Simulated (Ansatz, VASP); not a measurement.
**Two plane-wave programs on Si3Ru**

```xyz
4
Lattice="0.0000 2.9678 2.9678 2.9678 0.0000 2.9678 2.9678 2.9678 0.0000" Properties=species:S:1:pos:R:3 pbc="T T T"
Si    1.4839    1.4839    1.4839
Si    4.4517    4.4517    4.4517
Si    2.9678    2.9678    2.9678
Ru    0.0000    0.0000    0.0000
```

Change from the starting cell: species swapped into the Mn3Re type (Fm-3m, No. 225).

Alike in both runs: task relaxation of cell and atoms; functional PBE; k mesh 6 × 6 × 6; occupations gaussian, width 0.1 eV; no spin polarisation.

|  | VASP | Ansatz |
| --- | --- | --- |
| version | VASP 6.6.1 | Ansatz 0.2.0 |
| potentials or method | VASP PAW PBE potentials, release 64 (Si, Ru_pv), cutoff 600 eV | scalar-relativistic, plane waves, PAW |
| valence electrons in the cell | 26 | 28 |

Ansatz gave:

| Property | Result |
| --- | --- |
| gap on the k mesh at the Fermi level, each at its own relaxed structure (eV) | none |
| relaxed volume (Å³/atom) | 13.54 |
| relaxed cell length with the largest relative difference (Å) | 4.246 |

Task: Which values does VASP return?

Result: gap on the k mesh at the Fermi level, each at its own relaxed structure (eV): none; relaxed volume (Å³/atom): 13.55; relaxed cell length with the largest relative difference (Å): 4.247.

A gap of «none» marks a metal or a gap that the smearing closes. VASP's potentials hold 26 valence electrons a cell and Ansatz's 28, so a difference there can come from the potentials and not from the codes.
